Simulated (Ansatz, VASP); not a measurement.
## Two plane-wave programs on BaTiO3

```
Ba Ti O
1.0
     4.01176    0.00000    0.00000
     0.00000    4.01176    0.00000
     0.00000    0.00000    4.05757
Ba Ti O
1 1 3
Direct
  0.50000 0.50000 0.58254
  0.00000 0.00000 0.09931
  0.00000 0.50000 0.06422
  0.50000 0.00000 0.06422
  0.00000 0.00000 0.54970
```

Change from the starting cell: epitaxial_xy strain +1.0%.

Alike in both runs: task single point; functional r2SCAN; k mesh 6 × 6 × 6; no spin polarisation.

```csv
,VASP,Ansatz
version,VASP 6.6.1,Ansatz 0.2.0
potentials or method,"VASP PAW PBE potentials, release 64 (Ba_sv, Ti_sv, O)","plane waves, PAW"
plane-wave cutoff (eV),520,500
occupations,"gaussian, width 0.01 eV",fixed
valence electrons in the cell,40,40
```

Ansatz gave:

| Property | Result |
| --- | --- |
| gap on the k mesh at the Fermi level (eV) | 2.20 |
| pressure (GPa) | -1.8 |
| traceless stress, the component that is largest in VASP (GPa) | 1.88 |
| rms of the force components (eV/Å) | 0.001 |

Task: What did VASP give for the same quantities?

Result: gap on the k mesh at the Fermi level (eV): 2.18; pressure (GPa): 0.0; traceless stress, the component that is largest in VASP (GPa): 2.05; rms of the force components (eV/Å): 0.058.

VASP's potentials were made for PBE, not for r2SCAN. Atom by atom the forces differ by 0.059 eV/Å (rms over components).

Spin-orbit coupling is off throughout.
